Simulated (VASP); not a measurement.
# SiC (Moissanite) (P6_3mc) in VASP: settings compared

Aim: see how the results for SiC (Moissanite) move with the level of theory and the settings. Levels: revPBE+D3(BJ), PBEsol. Tasks: single point.

Program: VASP 6.6.1. These are calculated values, not measurements. Logs are shortened: lines on timing, memory, paths and dates and some standing lists are left out, and cuts for length are marked.

## 1. The cell of the first run

It takes space group P6_3mc (No. 186, hexagonal). Conventional cell: a = 3.059 Å, b = 3.059 Å, c = 5.021 Å, α = 90.00°, β = 90.00°, γ = 120.00°. Si (site symmetry 3m) has 4 C at 1.87 to 1.89 Å within 2.5 Å. C (site symmetry 3m) has 4 Si at 1.87 to 1.89 Å within 2.5 Å.

## 2. Single point, revPBE+D3(BJ)

INCAR

```
SYSTEM = SiC
  PREC = Accurate
  ENCUT = 520
  EDIFF = 1E-6
  ISMEAR = -1
  SIGMA = 0.1
  LREAL = .False.
  LASPH = .True.
  NELM = 100
  ALGO = Normal
  ISIF = 2
  LWAVE = .False.
  LCHARG = .False.
  GGA = RE
  IVDW = 12
  NBANDS = 16
```

KPOINTS

```
regular mesh
0
Gamma
  12 12 4
  0 0 0
```

POSCAR

```
SiC
1.0
    3.0594767226      0.0000000000      0.0000000000
   -1.5297383613      2.6495845641      0.0000000000
    0.0000000000      0.0000000000      5.0208745950
Si C
2 2
Direct
    0.3333333333      0.6666666667      0.0046334425
    0.6666666667      0.3333333333      0.5046334425
    0.3333333333      0.6666666667      0.3803665575
    0.6666666667      0.3333333333      0.8803665575
```

Potentials or basis: VASP PAW PBE potentials, release 64 (Si, C).

Run with:

```bash
$ cat potpaw_PBE.64/Si/POTCAR potpaw_PBE.64/C/POTCAR > POTCAR
$ mpirun -np 1 vasp_std > vasp.out
```

OUTCAR:

```text
SYSTEM = SiC
   PREC = Accurate
   ENCUT = 520
   EDIFF = 1E-6
   ISMEAR = -1
   LREAL = .False.
   LASPH = .True.
   NELM = 100
   ISIF = 2
   GGA = RE
   IVDW = 12
 IVDW          = 12

 ion  position               nearest neighbor table
   1  0.333  0.667  0.005-   4 1.87   4 1.87   4 1.87   3 1.89   2 3.07   2 3.07   2 3.07   2 3.07
                             2 3.07   2 3.07
   2  0.667  0.333  0.505-   3 1.87   3 1.87   3 1.87   4 1.89   1 3.07   1 3.07   1 3.07   1 3.07
                             1 3.07   1 3.07
   3  0.333  0.667  0.380-   2 1.87   2 1.87   2 1.87   1 1.89
   4  0.667  0.333  0.880-   1 1.87   1 1.87   1 1.87   2 1.89

  LATTYP: Found a hexagonal cell.
 ALAT       =     3.0594767226
 C/A-ratio  =     1.6410893268

  Lattice vectors:

 A1 = (   3.0594767226,   0.0000000000,   0.0000000000)
 A2 = (  -1.5297383613,   2.6495845641,   0.0000000000)
 A3 = (   0.0000000000,   0.0000000000,   5.0208745950)

Analysis of symmetry for initial positions (statically):
=====================================================================
 Subroutine PRICEL returns:
 Original cell was already a primitive cell.

 Routine SETGRP: Setting up the symmetry group for a
 hexagonal supercell.

 Subroutine GETGRP returns: Found 12 space group operations
 (whereof  6 operations were pure point group operations)
 out of a pool of 24 trial point group operations.

The static configuration has the point symmetry C_3v.
 The point group associated with its full space group is C_6v.

Analysis of symmetry for dynamics (positions and initial velocities):
=====================================================================
 Subroutine PRICEL returns:
 Original cell was already a primitive cell.

 Routine SETGRP: Setting up the symmetry group for a
 hexagonal supercell.

 Subroutine GETGRP returns: Found 12 space group operations
 (whereof  6 operations were pure point group operations)
 out of a pool of 24 trial point group operations.

The dynamic configuration has the point symmetry C_3v.
 The point group associated with its full space group is C_6v.

 Subroutine INISYM returns: Found 12 space group operations
 (whereof  6 operations are pure point group operations),
 and found     1 'primitive' translations

----------------------------------------------------------------------------------------

                                     Primitive cell

  volume of cell :      40.7009

  direct lattice vectors                    reciprocal lattice vectors
     3.059476723  0.000000000  0.000000000     0.326853279  0.188708829  0.000000000
    -1.529738361  2.649584564  0.000000000     0.000000000  0.377417658  0.000000000
     0.000000000  0.000000000  5.020874595     0.000000000  0.000000000  0.199168488

  length of vectors
     3.059476723  3.059476723  5.020874595     0.377417658  0.377417658  0.199168488

  position of ions in fractional coordinates (direct lattice)
     0.333333333  0.666666667  0.004633443
     0.666666667  0.333333333  0.504633443
     0.333333333  0.666666667  0.380366557
     0.666666667  0.333333333  0.880366557

  ion indices of the primitive-cell ions
   primitive index   ion index
                 1           1
                 2           2
                 3           3
                 4           4

----------------------------------------------------------------------------------------

 KPOINTS: regular mesh

Automatic generation of k-mesh.
 Grid dimensions read from file:
 generate k-points for:   12   12    4

 Generating k-lattice:

  Cartesian coordinates                     Fractional coordinates (reciprocal lattice)
     0.027237773  0.015725736  0.000000000     0.083333333 -0.000000000  0.000000000
     0.000000000  0.031451471  0.000000000     0.000000000  0.083333333  0.000000000
     0.000000000  0.000000000  0.049792122     0.000000000  0.000000000  0.250000000

  Length of vectors
     0.031451471  0.031451471  0.049792122

  Shift w.r.t. Gamma in fractional coordinates (k-lattice)
     0.000000000  0.000000000  0.000000000

 Subroutine IBZKPT returns following result:
 ===========================================

 Found     57 irreducible k-points:

 Following reciprocal coordinates:
            Coordinates               Weight
  0.000000  0.000000  0.000000      1.000000
  0.083333 -0.000000  0.000000      6.000000
  0.166667  0.000000  0.000000      6.000000
  0.250000  0.000000  0.000000      6.000000
  0.333333  0.000000  0.000000      6.000000
  0.416667  0.000000  0.000000      6.000000
[... 16 lines left out ...]
  0.250000  0.000000  0.250000     12.000000
  0.333333  0.000000  0.250000     12.000000
 [... further k-points ...]
   k-points           NKPTS =     57   k-points in BZ     NKDIM =     57   number of bands    NBANDS=     16
   number of dos      NEDOS =    301   number of ions     NIONS =      4
   total plane-waves  NPLWV =  23040
   dimension x,y,z NGX =    24 NGY =   24 NGZ =   40
   dimension x,y,z NGXF=    48 NGYF=   48 NGZF=   80
   ions per type =               2   2
   NGX,Y,Z   is equivalent  to a cutoff of  13.04, 13.04, 13.24 a.u.
   NGXF,Y,Z  is equivalent  to a cutoff of  26.08, 26.08, 26.49 a.u.
 SYSTEM =  SiC
   PREC   = accura    normal or accurate (medium, high low for compatibility)
   ISTART =      0    job   : 0-new  1-cont  2-samecut
   ICHARG =      2    charge: 1-file 2-atom 10-const
   ISPIN  =      1    spin polarized calculation?
   LNONCOLLINEAR =      F non collinear calculations
   LSORBIT =      F    spin-orbit coupling
   LASPH  =      T    aspherical Exc in radial PAW
   ENCUT  =  520.0 eV  38.22 Ry    6.18 a.u.   5.69  5.69  9.34*2*pi/ulx,y,z
   NELM   =    100;   NELMIN=  2; NELMDL= -5     # of ELM steps
   EDIFF  = 0.1E-05   stopping-criterion for ELM
   LREAL  =      F    real-space projection
   EDIFFG = 0.1E-04   stopping-criterion for IOM
   NSW    =      0    number of steps for IOM
   IBRION =     -1    ionic relax: 0-MD 1-quasi-New 2-CG
   NFREE  =      0    steps in history (QN), initial steepest desc. (CG)
   ISIF   =      2    stress and relaxation
   ISYM   =      2    0-nonsym 1-usesym 2-fastsym
   POTIM  = 0.5000    time-step for ionic-motion
   TEBEG  =    0.0;   TEEND  =   0.0 temperature during run
   PSTRESS=    0.0 pullay stress
   NELECT =      16.0000    total number of electrons
   NUPDOWN=      -1.0000    fix difference up-down
   EMIN   =  10.00;   EMAX   =-10.00  energy-range for DOS
   EFERMI =   0.00;   METHOD = LEGACY
   ISMEAR =    -1;   SIGMA  =   0.10  broadening in eV -4-tet -1-fermi 0-gaus
   EFERMI_NEDOS =   21; number of points for ismear=-14 and -15
   IALGO  =     38    algorithm
   IMIX   =      4    mixing-type and parameters
     AMIX     =   0.40;   BMIX     =  1.00
     AMIX_MAG =   1.60;   BMIX_MAG =  1.00
  volume/ion in A,a.u.               =      10.18        68.67
  Fermi-wavevector in a.u.,A,eV,Ry     =   1.199260  2.266273 19.568236  1.438225
  Thomas-Fermi vector in A             =   2.335127
   LORBIT       =      0    0 simple, 1 ext, 2 COOP (PROOUT), +10 PAW based schemes
   GGA     = RE    functional components
   LHFCALC =     F    Hartree Fock is set to
   AEXX    =    0.0000 exact exchange contribution
   IVDW    =    12    specifies the selected vdW correction
   LEPSILON=     F    determine dielectric tensor
   LRPA    =     F    only Hartree local field effects (RPA)
 non-spin polarized calculation
  energy-cutoff  :      520.00
  volume of cell :       40.70
 maximum number of plane-waves:      1112
 NGX is ok and might be reduce to    24
   NGX = 11   NGY = 11   NGZ = 19

 number of electron      15.9999999 magnetization

 Free energy of the ion-electron system (eV)
  ---------------------------------------------------
  ext. energy  EPLUGINS =         0.00000000
  ---------------------------------------------------
  free energy    TOTEN  =       -28.84287911 eV

  energy without entropy =      -28.84287862  energy(sigma->0) =      -28.84287887

 E-fermi :   9.7073     XC(G=0): -11.3750

 val. band max:        8.5124908723   @ k =   0.0000   0.0000   0.0000
 cond. band min:      10.7811793674   @ k =   0.3333   0.3333   0.0000
 fundamental gap:      2.2686884950
 Fermi energy:         9.7072792907

 k-point     1 :       0.0000    0.0000    0.0000
  band No.  band energies     occupation
      1      -7.2028      2.00000
      2      -3.5889      2.00000
      3      -0.2689      2.00000
      4       7.1912      2.00000
      5       7.1912      2.00000
      6       8.3977      2.00000
[... 8 lines left out ...]
     15      17.6059      0.00000
     16      20.0399      0.00000

 k-point     2 :       0.0833   -0.0000    0.0000
  band No.  band energies     occupation
      1      -7.0809      2.00000
      2      -3.4851      2.00000
      3      -0.1557      2.00000
      4       6.5037      2.00000
      5       6.9772      2.00000
      6       8.0506      2.00000
[... 8 lines left out ...]
     15      17.9077      0.00000
     16      18.9677      0.00000

 k-point     3 :       0.1667    0.0000    0.0000
  band No.  band energies     occupation
      1      -6.7182      2.00000
      2      -3.1832      2.00000
      3       0.1753      2.00000
      4       5.0025      2.00000
      5       6.4943      2.00000
      6       6.9345      2.00000
[... 8 lines left out ...]
     15      18.1689      0.00000
     16      18.5287      0.00000

 k-point     4 :       0.2500    0.0000    0.0000
  band No.  band energies     occupation
      1      -6.1262      2.00000
      2      -2.7212      2.00000
      3       0.6802      2.00000
      4       3.3587      2.00000
      5       5.5428      2.00000
      6       5.9711      2.00000
[... 8 lines left out ...]
     15      18.7022      0.00000
     16      19.4183      0.00000

 k-point     5 :       0.3333    0.0000    0.0000
  band No.  band energies     occupation
      1      -5.3331      2.00000
      2      -2.2240      2.00000
      3       1.0470      2.00000
      4       2.2176      2.00000
      5       4.1248      2.00000
      6       5.5386      2.00000
[... 8 lines left out ...]
     15      19.5890      0.00000
     16      20.8156      0.00000

 k-point     6 :       0.4167    0.0000    0.0000
  band No.  band energies     occupation
      1      -4.4244      2.00000
      2      -2.0859      2.00000
      3       0.6780      2.00000
      4       2.5180      2.00000
      5       2.9181      2.00000
      6       5.2604      2.00000
[... 8 lines left out ...]
     15      19.7793      0.00000
     16      20.9441      0.00000
[... 267 lines left out ...]
 k-point    21 :       0.0833   -0.0000    0.2500
  band No.  band energies     occupation
      1      -6.7735      2.00000
      2      -4.5093      2.00000
      3       1.3540      2.00000
      4       6.6896      2.00000
      5       6.8107      2.00000
      6       7.1588      2.00000
[... 8 lines left out ...]
     15      17.3031      0.00000
     16      19.4885      0.00000

 k-point    22 :       0.1667    0.0000    0.2500
  band No.  band energies     occupation
      1      -6.4134      2.00000
      2      -4.1784      2.00000
      3       1.6085      2.00000
      4       5.2759      2.00000
      5       6.1201      2.00000
      6       6.6976      2.00000
[... 8 lines left out ...]
     15      18.1679      0.00000
     16      19.2983      0.00000

 k-point    23 :       0.2500    0.0000    0.2500
  band No.  band energies     occupation
      1      -5.8265      2.00000
      2      -3.6529      2.00000
      3       1.8455      2.00000
      4       3.8369      2.00000
      5       4.7774      2.00000
      6       6.1904      2.00000
[... 8 lines left out ...]
     15      19.2750      0.00000
     16      19.7827      0.00000

 k-point    24 :       0.3333    0.0000    0.2500
  band No.  band energies     occupation
      1      -5.0430      2.00000
      2      -3.0043      2.00000
      3       1.2897      2.00000
      4       3.1817      2.00000
      5       3.5707      2.00000
      6       5.7677      2.00000
[... 8 lines left out ...]
     15      20.2913      0.00000
     16      20.4798      0.00000

 [... further k-points ...]

------------------------ aborting loop because EDIFF is reached ----------------------------------------

 Edisp (eV)   -2.43363

 E8    (eV) :    -1.5934

  FORCE on cell =-STRESS in cart. coord.  units (eV):
  Direction    XX          YY          ZZ          XY          YZ          ZX
  --------------------------------------------------------------------------------------
  -------------------------------------------------------------------------------------
  Total      -0.11104    -0.11104    -0.11223     0.00000     0.00000     0.00000
  in kB      -4.37088    -4.37088    -4.41778     0.00000     0.00000     0.00000
  external pressure =       -4.39 kB  Pullay stress =        0.00 kB

 VOLUME and BASIS-vectors are now :
 -----------------------------------------------------------------------------
  energy-cutoff  :      520.00
  volume of cell :       40.70
      direct lattice vectors                 reciprocal lattice vectors
     3.059476723  0.000000000  0.000000000     0.326853279  0.188708829  0.000000000
    -1.529738361  2.649584564  0.000000000     0.000000000  0.377417658  0.000000000
     0.000000000  0.000000000  5.020874595     0.000000000  0.000000000  0.199168488

 POSITION                                       TOTAL-FORCE (eV/Angst)
 -----------------------------------------------------------------------------------
     -0.00000      1.76639      0.02326        -0.000000      0.000000     -0.001208
      1.52974      0.88319      2.53370         0.000000      0.000000     -0.001208
     -0.00000      1.76639      1.90977        -0.000000      0.000000      0.001208
      1.52974      0.88319      4.42021         0.000000     -0.000000      0.001208
 -----------------------------------------------------------------------------------
    total drift:                               -0.000000      0.000000     -0.000120

  FREE ENERGIE OF THE ION-ELECTRON SYSTEM (eV)
  ---------------------------------------------------
  free  energy   TOTEN  =       -31.2765106257 eV

  energy  without entropy=      -31.2765101327  energy(sigma->0) =      -31.27651038
```

It took 18 s on 1 thread of AMD EPYC 9R45 (Zen 5), shared host; peak memory 0.15 GiB.

Results:

| Quantity | Value |
| --- | --- |
| Free energy | -31.2765 eV |
| Pressure | -0.4 GPa |
| Band gap on the k mesh | 2.27 eV, indirect (least direct gap 4.02 eV) |
| Dispersion energy per atom | -0.608 eV |

Caveat: the PAW data sets were made with another functional, which shifts forces and pressure a little.

## 3. Single point, PBEsol

This run uses another cell than the first one, of 10.34 Å³/atom, 1.016 times its volume.

INCAR

```
ALGO = Normal
EDIFF = 1E-6
ENCUT = 520
GGA = PS
ISIF = 2
ISMEAR = -1
LASPH = True
LCHARG = True
LELF = True
LREAL = False
LVHAR = True
LWAVE = False
NBANDS = 16
NELM = 80
PREC = Accurate
SIGMA = 0.1
```

KPOINTS

```
k-points
0
Gamma
  12 12 4
```

POSCAR

```
SiC
1.0
    3.0758543290      0.0000000000      0.0000000000
   -1.5379271645      2.6637679872      0.0000000000
    0.0000000000      0.0000000000      5.0474520559
Si C
2 2
Direct
    0.3333333333      0.6666666667      0.0045841966
    0.6666666667      0.3333333333      0.5045841966
    0.3333333333      0.6666666667      0.3804158034
    0.6666666667      0.3333333333      0.8804158034
```

Potentials or basis: VASP PAW PBE potentials, release 64 (Si, C).

Run with:

```bash
$ cat potpaw_PBE.64/Si/POTCAR potpaw_PBE.64/C/POTCAR > POTCAR
$ mpirun -np 1 vasp_std > vasp.out
```

It took 17 s on 1 thread of AMD EPYC 9R45 (Zen 5), shared host; peak memory 0.14 GiB.

Results (log left out):

```
Free energy            : -31.8228 eV
Pressure               : 0.4 GPa
Band gap on the k mesh : 2.11 eV, indirect (least direct gap 3.85 eV)
```

Levels at points of the mesh, in eV from the valence-band top:
```csv
k point,band 5,band 6,band 7,band 8,band 9,band 10,band 11,band 12
"(0.00, 0.00, 0.00)",-1.32,-0.11,0.00,0.00,4.74,6.15,6.59,6.59
"(0.50, 0.00, 0.00)",-5.48,-3.34,-3.34,-1.20,2.65,4.12,6.80,7.04
"(0.00, 0.00, 0.50)",-0.72,-0.72,-0.72,-0.72,5.83,5.83,7.27,7.27
"(0.50, 0.00, 0.50)",-2.46,-2.46,-2.34,-2.34,3.17,3.17,5.16,5.16
```

Caveat: the PAW data sets were made with another functional, which shifts forces and pressure a little. A k mesh can miss the band edges.
